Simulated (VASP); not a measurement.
Wanted: the native input for a VASP 6.6.1 run.

| Item | Value |
| --- | --- |
| Task | relaxation of cell and atoms |
| Functional | revPBE |
| Potentials or basis | VASP PAW PBE potentials, release 64 (Y_sv) |
| Cutoff | 600 eV |
| k mesh | 10 × 10 × 10 |
| Occupations | fermi-dirac, width 0.1 eV |
| Spin | no spin polarisation |
| Dipole correction | no |
| Further INCAR settings | ALGO = Normal; EDIFF = 1e-07; IBRION = 2; EDIFFG = -0.01; NSW = 80; ISIF = 3 |

The structure of Y lies in POSCAR:

```
Y
1.0
    3.2912715962      0.0000000000      0.0000000000
    0.0000000000      3.2912715962      0.0000000000
    0.0000000000      0.0000000000      3.2912715962
Y
1
Direct
    0.0000000000      0.0000000000      0.0000000000
```

The input as run:

INCAR

```
PREC     = Accurate       # precision mode
ENCUT    = 600            # plane-wave cutoff, eV
EDIFF    = 1E-7           # SCF threshold, eV
ISMEAR   = -1             # smearing method
SIGMA    = 0.1            # smearing width, eV
LREAL    = False          # projectors in reciprocal space
LASPH    = True           # aspherical terms in the spheres
NELM     = 80             # most SCF steps
ALGO     = Normal         # electronic algorithm
ISIF     = 3              # what is computed and relaxed
LWAVE    = False          # write WAVECAR
LCHARG   = False          # write CHGCAR
GGA      = RE             # functional
IBRION   = 2              # ionic algorithm
NSW      = 80             # ionic steps
EDIFFG   = -0.01          # ionic threshold
```

KPOINTS

```
Automatic mesh
0
Gamma
  10 10 10
```

Potentials or basis: VASP PAW PBE potentials, release 64 (Y_sv).

Launch:

```console
$ cat potpaw_PBE.64/Y_sv/POTCAR > POTCAR
$ mpirun -np 1 vasp_std > vasp.out
```

Results of the run:

```json
{
  "Relaxed volume": "36.23 Å³/atom",
  "Relaxed cell": "a = 3.309 Å, b = 3.309 Å, c = 3.309 Å, α = 90.00°, β = 90.00°, γ = 90.00°",
  "Space group after relaxing (to 0.05 Å)": "Pm-3m (No. 221)",
  "Energy gained by relaxing": "0.7 meV/atom",
  "Ionic steps": "3",
  "Pressure after relaxing": "0.0 GPa"
}
```

Caveat: the PAW data sets were made with another functional, which shifts forces and pressure a little.

Run time: 27 s on 1 thread of Intel(R) Xeon(R) 6975P-C (Granite Rapids), with other jobs on the host, peak memory 0.18 GiB.
